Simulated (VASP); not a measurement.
Write the native input for VASP 6.6.1 that does the following.

| Item | Value |
| --- | --- |
| Task | single point |
| Functional | PBE |
| Potentials or basis | VASP PAW PBE potentials, release 64 (Re_sv_GW, S) |
| Cutoff | 560 eV |
| k mesh | 12 × 12 × 8 |
| Occupations | gaussian, width 0.1 eV |
| Spin | no spin polarisation |
| Dipole correction | no |
| Further INCAR settings | ALGO = Normal; EDIFF = 1e-06; NBANDS = 29 |

The structure of ReS lies in POSCAR:

```
ReS
1.0
    3.5948908969      0.0000000000      0.0000000000
   -1.7974454484      3.1132668405      0.0000000000
    0.0000000000      0.0000000000      5.3577963613
Re S
2 2
Direct
    0.0000000000      0.0000000000      0.0000000000
    0.0000000000      0.0000000000      0.5000000000
    0.3333333333      0.6666666667      0.2500000000
    0.6666666667      0.3333333333      0.7500000000
```

One way to write it, as run:

INCAR

```
SYSTEM = ReS
  PREC = Accurate
  ENCUT = 560
  EDIFF = 1E-6
  ISMEAR = 0
  SIGMA = 0.1
  LREAL = .False.
  LASPH = .True.
  NELM = 120
  ALGO = Normal
  ISIF = 2
  LWAVE = .False.
  LCHARG = .False.
  GGA = PE
  NBANDS = 29
  GGA_COMPAT = .False.
```

KPOINTS

```
regular mesh
0
Gamma
  12 12 8
  0 0 0
```

Potentials or basis: VASP PAW PBE potentials, release 64 (Re_sv_GW, S).

Run with:

```sh
$ cat potpaw_PBE.64/Re_sv_GW/POTCAR potpaw_PBE.64/S/POTCAR > POTCAR
$ mpirun -np 1 vasp_std > vasp.out
```

Results of the run:

The pressure is -0.8 GPa. The band gap on the k mesh is zero (bands 21 and 22 overlap by 2.16 eV).

Caveat: spin-orbit coupling is left out, which moves the levels of the heavy elements.

It took 2.2 min on 1 thread of Intel(R) Xeon(R) Platinum 8375C CPU @ 2.90GHz (Ice Lake), on a shared host, peak memory 0.28 GiB.
